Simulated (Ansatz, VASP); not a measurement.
**Two plane-wave programs on MoS2**

```xyz
3
Lattice="1.5855 0.9154 6.1150 -1.5855 0.9154 6.1150 0.0000 -1.8308 6.1150" Properties=species:S:1:pos:R:3 pbc="T T T"
Mo    0.0000    0.0000    0.0000
S     0.0000    0.0000    4.5862
S     0.0000    0.0000   13.7587
```

Alike in both runs: functional LDA; k mesh 6 × 6 × 6; occupations fermi-dirac, width 0.05 eV; no spin polarisation.

```csv
,VASP,Ansatz
version,VASP 6.6.1,Ansatz 0.2.0
potentials or method,"VASP PAW LDA potentials, release 64 (Mo_sv, S)",Ansatz PAW
plane-wave cutoff (eV),520,420
valence electrons in the cell,26,26
task,single point,projected density of states
```

```tsv
	VASP	Ansatz	Ansatz less VASP
gap on the k mesh at the Fermi level (eV)	none	none	-
pressure (GPa)	0.2	0.1	-0.13
traceless stress, the component that is largest in VASP (GPa)	2.73	2.72	-0.009
rms of the force components (eV/Å)	0.261	0.251	-0.0093
```

LDA's correlation is that of Perdew and Zunger in VASP and of Perdew and Wang (1992) in Ansatz. Atom by atom the forces differ by 0.009 eV/Å (rms over components). A gap of «none» marks a metal or a gap that the smearing closes.

The k mesh is coarse, so the values compare programs but aren't converged.
